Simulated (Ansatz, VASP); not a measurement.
Two plane-wave programs on Hf

```xyz
4
Lattice="3.1813 0.0000 0.0000 -1.5906 2.7551 0.0000 0.0000 0.0000 10.2360" Properties=species:S:1:pos:R:3 pbc="T T T"
Hf    0.0000    0.0000    0.0000
Hf    0.0000    0.0000    5.1180
Hf    0.0000    1.8367    7.6770
Hf    1.5906    0.9184    2.5590
```

Alike in both runs: task relaxation of cell and atoms; functional r2SCAN; k mesh 18 × 18 × 6; occupations gaussian, width 0.1 eV; no spin polarisation.

```csv
,VASP,Ansatz
version,VASP 6.6.1,Ansatz 0.2.0
potentials or method,"VASP PAW PBE potentials, release 64 (Hf_pv), cutoff 550 eV","scalar-relativistic, plane waves, PAW"
valence electrons in the cell,40,104
```

|  | VASP | Ansatz | Ansatz less VASP |
| --- | --- | --- | --- |
| gap on the k mesh at the Fermi level, each at its own relaxed structure (eV) | none | none | - |
| relaxed volume (Å³/atom) | 22.39 | 22.51 | +0.120 |
| relaxed length of the cell vector where the two differ most in proportion (Å) | 10.177 | 10.198 | +0.0209 |

VASP's potentials were made for PBE, not for r2SCAN. A gap of «none» marks a metal or a gap that the smearing closes. VASP's potentials hold 40 valence electrons a cell and Ansatz's 104, so a difference there can come from the potentials and not from the codes.

Spin-orbit coupling is off throughout.
